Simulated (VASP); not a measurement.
# K2MgZnF6 in VASP: single point with PBEsol

Aim: the single point of K2MgZnF6 with PBEsol.

All numbers are computed with VASP 6.6.1; they aren't measurements. Logs are shortened: lines on timing, memory, paths and dates and some standing lists are left out, and cuts for length are marked.

## Step 1: The cell of the first run

The typed cell holds 40 atoms: a = 8.045 Å, b = 8.045 Å, c = 8.045 Å, α = 90.00°, β = 90.00°, γ = 90.00°.

## Step 2: Single point, PBEsol

File INCAR:

```
SYSTEM = K2MgZnF6
PREC = Accurate
ENCUT = 520
EDIFF = 1E-6
ISMEAR = -1
SIGMA = 0.05
LREAL = Auto
LASPH = .TRUE.
NELM = 80
ALGO = Normal
ISIF = 2
LWAVE = .FALSE.
LCHARG = .FALSE.
GGA = PS
ISYM = 0
NBANDS = 174
```

File KPOINTS:

```
Automatic mesh
0
Gamma
  1 1 1
  0.25 0.25 0.25
```

File POSCAR:

```
K2MgZnF6
1.0
    8.0454537007      0.0000000000      0.0000000000
    0.0000000000      8.0454537007      0.0000000000
    0.0000000000      0.0000000000      8.0454537007
K Mg Zn F
8 4 4 24
Direct
    0.9998000000      0.0008650000      0.0002970000
    0.9997960000      0.0008800000      0.5003130000
    0.9998130000      0.5005990000      0.0003180000
    0.9998320000      0.5005770000      0.5003220000
    0.5000780000      0.0008540000      0.0002860000
    0.5000940000      0.0008430000      0.5002760000
    0.5001150000      0.5005620000      0.0002960000
    0.5001030000      0.5005610000      0.5002890000
    0.2499530000      0.2507200000      0.2503070000
    0.2499490000      0.7507260000      0.2503190000
    0.2499570000      0.7507290000      0.7503160000
    0.7499600000      0.7507120000      0.7502830000
    0.2499480000      0.2507290000      0.7503170000
    0.7499590000      0.2507180000      0.2502780000
    0.7499500000      0.2507060000      0.7502780000
    0.7499480000      0.7507090000      0.2502810000
    0.2502740000      0.2507070000      0.0031130000
    0.2496210000      0.2507350000      0.4975120000
    0.2498410000      0.7507890000      0.0003160000
    0.2500660000      0.7506700000      0.5003180000
    0.7498010000      0.2507990000      0.0002770000
    0.7501210000      0.2506300000      0.5002830000
    0.7500550000      0.7504250000      0.9974860000
    0.7498650000      0.7510030000      0.5030830000
    0.0029240000      0.2504660000      0.2502120000
    0.0001580000      0.2507670000      0.7505930000
    0.0028770000      0.7510570000      0.2504840000
    0.0000800000      0.7506660000      0.7502030000
    0.4969830000      0.2509810000      0.2503840000
    0.4997470000      0.2506460000      0.7499950000
    0.4970240000      0.7503890000      0.2501330000
    0.4998370000      0.7507780000      0.7504110000
    0.2502150000      0.0006030000      0.2503550000
    0.2497480000      0.9977990000      0.7502060000
    0.2496930000      0.5008430000      0.2502990000
    0.2501550000      0.5036490000      0.7504550000
    0.7496000000      0.0005120000      0.2500150000
    0.7498980000      0.9977360000      0.7502920000
    0.7502810000      0.5009200000      0.2505230000
    0.7500550000      0.5036870000      0.7502530000
```

Potentials or basis: VASP PAW PBE potentials, release 64 (K_sv, Mg, Zn, F).

Started as:

```sh
$ cat potpaw_PBE.64/K_sv/POTCAR potpaw_PBE.64/Mg/POTCAR potpaw_PBE.64/Zn/POTCAR potpaw_PBE.64/F/POTCAR > POTCAR
$ mpirun -np 1 vasp_std > vasp.out
```

OUTCAR:

```text
SYSTEM = K2MgZnF6
   PREC = Accurate
   ENCUT = 520
   EDIFF = 1E-6
   ISMEAR = -1
   LREAL = Auto
   LASPH = .TRUE.
   NELM = 80
   ISIF = 2
   GGA = PS
   ISYM = 0

 ion  position               nearest neighbor table
   1  1.000  0.001  0.000-  25 2.84  26 2.84  37 2.84  38 2.84  21 2.84  27 2.84  34 2.84  19 2.85
                            23 2.85  28 2.85  17 2.85  33 2.85  12 3.48   9 3.48  11 3.49  10 3.49
   2  1.000  0.001  0.500-  22 2.84  27 2.84  18 2.84  25 2.84  24 2.84  34 2.84  38 2.84  28 2.85
                            26 2.85  33 2.85  20 2.85  37 2.85  12 3.48   9 3.48  10 3.49  11 3.49
   3  1.000  0.501  0.000-  26 2.84  23 2.84  39 2.84  21 2.84  40 2.84  35 2.84  25 2.84  28 2.85
                            19 2.85  36 2.85  17 2.85  27 2.85  12 3.48   9 3.48  10 3.49  11 3.49
   4  1.000  0.501  0.500-  39 2.84  18 2.84  22 2.84  40 2.84  35 2.84  28 2.84  26 2.84  25 2.85
                            20 2.85  27 2.85  24 2.85  36 2.85  12 3.48   9 3.48  10 3.49  11 3.49
   5  0.500  0.001  0.000-  37 2.84  21 2.84  17 2.84  38 2.84  33 2.84  32 2.84  30 2.84  29 2.85
                            19 2.85  31 2.85  23 2.85  34 2.85   9 3.48  12 3.48  11 3.48  10 3.49
   6  0.500  0.001  0.500-  30 2.84  24 2.84  37 2.84  33 2.84  22 2.84  38 2.84  29 2.84  32 2.85
                            20 2.85  34 2.85  18 2.85  31 2.85   9 3.48  12 3.48  10 3.48  11 3.49
   7  0.500  0.501  0.000-  21 2.84  31 2.84  29 2.84  17 2.84  23 2.84  36 2.84  40 2.84  32 2.85
                            30 2.85  39 2.85  35 2.85  19 2.85  12 3.48   9 3.48  11 3.49  10 3.49
   8  0.500  0.501  0.500-  29 2.84  30 2.84  40 2.84  39 2.84  22 2.84  31 2.84  36 2.85  20 2.85
                            24 2.85  18 2.85  32 2.85  35 2.85   9 3.48  12 3.48  10 3.49  11 3.49
   9  0.250  0.251  0.250-  25 1.99  29 1.99  17 1.99  18 1.99  33 2.01  35 2.01   8 3.48   6 3.48
                             4 3.48   2 3.48   3 3.48   5 3.48   7 3.48   1 3.48
  10  0.250  0.751  0.250-  27 1.99  31 1.99  33 2.01  35 2.01  20 2.01  19 2.01   6 3.48   3 3.49
                             4 3.49   8 3.49   5 3.49   2 3.49   1 3.49   7 3.49
  11  0.250  0.751  0.750-  34 1.99  36 1.99  28 2.01  32 2.01  20 2.01  19 2.01   5 3.48   4 3.49
                             1 3.49   3 3.49   6 3.49   7 3.49   2 3.49   8 3.49
  12  0.750  0.751  0.750-  38 1.99  40 1.99  24 1.99  23 1.99  28 2.01  32 2.01   4 3.48   2 3.48
                             3 3.48   8 3.48   6 3.48   1 3.48   7 3.48   5 3.48
  13  0.250  0.251  0.750-  26 2.01  30 2.01  17 2.03  18 2.03  36 2.03  34 2.03
  14  0.750  0.251  0.250-  21 2.01  22 2.01  39 2.01  37 2.01  25 2.04  29 2.04
  15  0.750  0.251  0.750-  22 2.01  21 2.01  30 2.01  26 2.01  38 2.04  40 2.04
  16  0.750  0.751  0.250-  39 2.01  37 2.01  23 2.03  24 2.03  31 2.03  27 2.03
  17  0.250  0.251  0.003-   9 1.99  13 2.03   5 2.84   7 2.84   1 2.85   3 2.85
  18  0.250  0.251  0.498-   9 1.99  13 2.03   4 2.84   2 2.84   8 2.85   6 2.85
[... 20 lines left out ...]
  39  0.750  0.501  0.251-  16 2.01  14 2.01   4 2.84   3 2.84   8 2.84   7 2.85
  40  0.750  0.504  0.750-  12 1.99  15 2.04   4 2.84   3 2.84   8 2.84   7 2.84

IMPORTANT INFORMATION: All symmetrisations will be switched off!
NOSYMM: (Re-)initialisation of all symmetry stuff for point group C_1.

----------------------------------------------------------------------------------------

                                     Primitive cell

  volume of cell :     520.7768

  direct lattice vectors                    reciprocal lattice vectors
     8.045453701  0.000000000  0.000000000     0.124293798  0.000000000  0.000000000
     0.000000000  8.045453701  0.000000000     0.000000000  0.124293798  0.000000000
     0.000000000  0.000000000  8.045453701     0.000000000  0.000000000  0.124293798

  length of vectors
     8.045453701  8.045453701  8.045453701     0.124293798  0.124293798  0.124293798

  position of ions in fractional coordinates (direct lattice)
     0.999800000  0.000865000  0.000297000
     0.999796000  0.000880000  0.500313000
     0.999813000  0.500599000  0.000318000
     0.999832000  0.500577000  0.500322000
     0.500078000  0.000854000  0.000286000
     0.500094000  0.000843000  0.500276000
[... 32 lines left out ...]
     0.750281000  0.500920000  0.250523000
     0.750055000  0.503687000  0.750253000

  ion indices of the primitive-cell ions
   primitive index   ion index
                 1           1
                 2           2
                 3           3
                 4           4
                 5           5
                 6           6
[... 32 lines left out ...]
                39          39
                40          40

----------------------------------------------------------------------------------------

 KPOINTS: Automatic mesh

Automatic generation of k-mesh.
 Grid dimensions read from file:
 generate k-points for:    1    1    1

 Generating k-lattice:

  Cartesian coordinates                     Fractional coordinates (reciprocal lattice)
     0.124293798  0.000000000  0.000000000     1.000000000  0.000000000  0.000000000
     0.000000000  0.124293798  0.000000000     0.000000000  1.000000000  0.000000000
     0.000000000  0.000000000  0.124293798     0.000000000  0.000000000  1.000000000

  Length of vectors
     0.124293798  0.124293798  0.124293798

  Shift w.r.t. Gamma in fractional coordinates (k-lattice)
     0.250000000  0.250000000  0.250000000

 Subroutine IBZKPT returns following result:
 ===========================================

 Found      4 irreducible k-points:

 Following reciprocal coordinates:
            Coordinates               Weight
  0.250000  0.250000  0.250000      2.000000
 -0.250000  0.250000  0.250000      2.000000
 -0.250000 -0.250000  0.250000      2.000000
  0.250000 -0.250000  0.250000      2.000000
   k-points           NKPTS =      4   k-points in BZ     NKDIM =      4   number of bands    NBANDS=    174
   number of dos      NEDOS =    301   number of ions     NIONS =     40
   total plane-waves  NPLWV = 216000
   dimension x,y,z NGX =    60 NGY =   60 NGZ =   60
   dimension x,y,z NGXF=   120 NGYF=  120 NGZF=  120
   ions per type =               8   4   4  24
   NGX,Y,Z   is equivalent  to a cutoff of  12.40, 12.40, 12.40 a.u.
   NGXF,Y,Z  is equivalent  to a cutoff of  24.80, 24.80, 24.80 a.u.
 SYSTEM =  K2MgZnF6
   PREC   = accura    normal or accurate (medium, high low for compatibility)
   ISTART =      0    job   : 0-new  1-cont  2-samecut
   ICHARG =      2    charge: 1-file 2-atom 10-const
   ISPIN  =      1    spin polarized calculation?
   LNONCOLLINEAR =      F non collinear calculations
   LSORBIT =      F    spin-orbit coupling
   LASPH  =      T    aspherical Exc in radial PAW
   ENCUT  =  520.0 eV  38.22 Ry    6.18 a.u.  14.96 14.96 14.96*2*pi/ulx,y,z
   NELM   =     80;   NELMIN=  2; NELMDL= -5     # of ELM steps
   EDIFF  = 0.1E-05   stopping-criterion for ELM
   LREAL  =      T    real-space projection
   EDIFFG = 0.1E-04   stopping-criterion for IOM
   NSW    =      0    number of steps for IOM
   IBRION =     -1    ionic relax: 0-MD 1-quasi-New 2-CG
   NFREE  =      0    steps in history (QN), initial steepest desc. (CG)
   ISIF   =      2    stress and relaxation
   ISYM   =      0    0-nonsym 1-usesym 2-fastsym
   POTIM  = 0.5000    time-step for ionic-motion
   TEBEG  =    0.0;   TEEND  =   0.0 temperature during run
   PSTRESS=    0.0 pullay stress
   NELECT =     296.0000    total number of electrons
   NUPDOWN=      -1.0000    fix difference up-down
   EMIN   =  10.00;   EMAX   =-10.00  energy-range for DOS
   EFERMI =   0.00;   METHOD = LEGACY
   ISMEAR =    -1;   SIGMA  =   0.05  broadening in eV -4-tet -1-fermi 0-gaus
   EFERMI_NEDOS =   21; number of points for ismear=-14 and -15
   IALGO  =     38    algorithm
   IMIX   =      4    mixing-type and parameters
     AMIX     =   0.40;   BMIX     =  1.00
     AMIX_MAG =   1.60;   BMIX_MAG =  1.00
  volume/ion in A,a.u.               =      13.02        87.86
  Fermi-wavevector in a.u.,A,eV,Ry     =   1.356089  2.562637 25.020806  1.838977
  Thomas-Fermi vector in A             =   2.483122
   LORBIT       =      0    0 simple, 1 ext, 2 COOP (PROOUT), +10 PAW based schemes
   GGA     = PS    functional components
   LHFCALC =     F    Hartree Fock is set to
   AEXX    =    0.0000 exact exchange contribution
   IVDW    =     0    specifies the selected vdW correction
   LEPSILON=     F    determine dielectric tensor
   LRPA    =     F    only Hartree local field effects (RPA)
 non-spin polarized calculation
  energy-cutoff  :      520.00
  volume of cell :      520.78
 maximum number of plane-waves:     14048
   NGX = 29   NGY = 29   NGZ = 29

 number of electron     295.9999850 magnetization

 Free energy of the ion-electron system (eV)
  ---------------------------------------------------
  ext. energy  EPLUGINS =         0.00000000
  ---------------------------------------------------
  free energy    TOTEN  =      -186.36167189 eV

  energy without entropy =     -186.36167189  energy(sigma->0) =     -186.36167189

 E-fermi :   0.2749     XC(G=0): -10.0269

 val. band max:       -1.0346280060   @ k =   0.2500   0.2500   0.2500
 cond. band min:       4.5743330092   @ k =  -0.2500  -0.2500   0.2500
 fundamental gap:      5.6089610152
 Fermi energy:         0.2748718183

 k-point     1 :       0.2500    0.2500    0.2500
  band No.  band energies     occupation
      1     -27.4979      2.00000
      2     -27.4818      2.00000
      3     -27.4810      2.00000
      4     -27.4803      2.00000
      5     -27.4685      2.00000
      6     -27.4678      2.00000
[... 152 lines left out ...]
    159       8.3802      0.00000
    160       8.4609      0.00000

 k-point     2 :      -0.2500    0.2500    0.2500
  band No.  band energies     occupation
      1     -27.4979      2.00000
      2     -27.4818      2.00000
      3     -27.4810      2.00000
      4     -27.4803      2.00000
      5     -27.4685      2.00000
      6     -27.4678      2.00000
[... 152 lines left out ...]
    159       8.3800      0.00000
    160       8.4607      0.00000

 k-point     3 :      -0.2500   -0.2500    0.2500
  band No.  band energies     occupation
      1     -27.4979      2.00000
      2     -27.4818      2.00000
      3     -27.4810      2.00000
      4     -27.4802      2.00000
      5     -27.4686      2.00000
      6     -27.4678      2.00000
[... 152 lines left out ...]
    159       8.3799      0.00000
    160       8.4607      0.00000

 k-point     4 :       0.2500   -0.2500    0.2500
  band No.  band energies     occupation
      1     -27.4979      2.00000
      2     -27.4818      2.00000
      3     -27.4810      2.00000
      4     -27.4803      2.00000
      5     -27.4685      2.00000
      6     -27.4678      2.00000
[... 152 lines left out ...]
    159       8.3801      0.00000
    160       8.4607      0.00000
 [bands above 160 left out]

------------------------ aborting loop because EDIFF is reached ----------------------------------------

  FORCE on cell =-STRESS in cart. coord.  units (eV):
  Direction    XX          YY          ZZ          XY          YZ          ZX
  --------------------------------------------------------------------------------------
  -------------------------------------------------------------------------------------
  Total       -0.0095008     -0.0330182     -0.0151350      0.0068028     -0.0019969      0.0050585
  in kB       -0.0292292     -0.1015811     -0.0465632      0.0209289     -0.0061435      0.0155625
  external PRESSURE =      -0.0591245 kB  Pullay stress =       0.0000000 kB

 VOLUME and BASIS-vectors are now :
 -----------------------------------------------------------------------------
  energy-cutoff  :      520.00
  volume of cell :      520.78
      direct lattice vectors                 reciprocal lattice vectors
     8.045453701  0.000000000  0.000000000     0.124293798  0.000000000  0.000000000
     0.000000000  8.045453701  0.000000000     0.000000000  0.124293798  0.000000000
     0.000000000  0.000000000  8.045453701     0.000000000  0.000000000  0.124293798

 POSITION                                       TOTAL-FORCE (eV/Angst)
 -----------------------------------------------------------------------------------
      8.04384      0.00696      0.00239        -0.001896      0.007054      0.002391
      8.04381      0.00708      4.02525        -0.002023      0.007274      0.002340
      8.04395      4.02755      0.00256        -0.000908      0.003902      0.002008
      8.04410      4.02737      4.02532        -0.001029      0.003980      0.002031
      4.02335      0.00687      0.00230         0.000584      0.006836      0.001999
      4.02348      0.00678      4.02495         0.000462      0.006927      0.002011
[... 32 lines left out ...]
      6.03635      4.03013      2.01557        -0.000516     -0.002660     -0.000209
      6.03453      4.05239      6.03613        -0.002573      0.070914     -0.004145
 -----------------------------------------------------------------------------------
    total drift:                               -0.002757      0.036143      0.008616

  FREE ENERGIE OF THE ION-ELECTRON SYSTEM (eV)
  ---------------------------------------------------
  free  energy   TOTEN  =      -186.3616718865 eV

  energy  without entropy=     -186.3616718865  energy(sigma->0) =     -186.36167189
```

Run time: 8.8 min. Hardware: 1 thread of Intel Xeon Platinum 8488C (Sapphire Rapids), shared host; peak memory 0.62 GiB.

What came out:

| Quantity | Value |
| --- | --- |
| Free energy | -186.3617 eV |
| Pressure | 0.0 GPa |
| Largest force | 0.076 eV/Å |
| Band gap on the k mesh | 5.61 eV |

Forces in eV/Å, atoms in the order of the input:
```
K   -0.002  0.007  0.002
K   -0.002  0.007  0.002
K   -0.001  0.004  0.002
K   -0.001  0.004  0.002
K    0.001  0.007  0.002
K    0.000  0.007  0.002
K    0.001  0.004  0.002
K    0.001  0.004  0.002
Mg   0.000  0.001  0.001
Mg   0.000  0.000  0.000
Mg   0.000  0.000  0.000
Mg   0.000  0.001  0.001
Zn   0.000 -0.002 -0.001
Zn   0.000 -0.002  0.000
Zn   0.001 -0.001  0.000
Zn   0.001 -0.001  0.000
F   -0.003 -0.002  0.073
F    0.004  0.000 -0.076
F   -0.001 -0.002  0.000
F    0.000 -0.002 -0.001
F    0.000 -0.001  0.000
F    0.000 -0.002 -0.001
F    0.000  0.004 -0.076
F   -0.001 -0.005  0.073
F    0.074 -0.001 -0.003
F   -0.001 -0.001 -0.001
F    0.074 -0.003 -0.003
F    0.000 -0.002  0.001
F   -0.074 -0.002  0.003
F    0.001 -0.002  0.001
F   -0.074  0.000  0.001
F    0.000 -0.002 -0.001
F    0.000 -0.002 -0.001
F    0.003 -0.076  0.002
F    0.001 -0.002 -0.001
F   -0.004  0.071 -0.003
F    0.001  0.000  0.001
F    0.002 -0.076  0.002
F   -0.001 -0.003  0.000
F   -0.003  0.071 -0.004
```

Levels at points of the mesh, in eV from the valence-band top:
```tsv
k point	band 146	band 147	band 148	band 149	band 150	band 151
(0.25, 0.25, 0.25)	-0.41	-0.21	0.00	5.61	6.74	7.28
```

Caveat: the PAW data sets were made with another functional, which shifts forces and pressure a little; a shifted mesh leaves out Γ, where band edges can lie. A k mesh can miss the band edges.
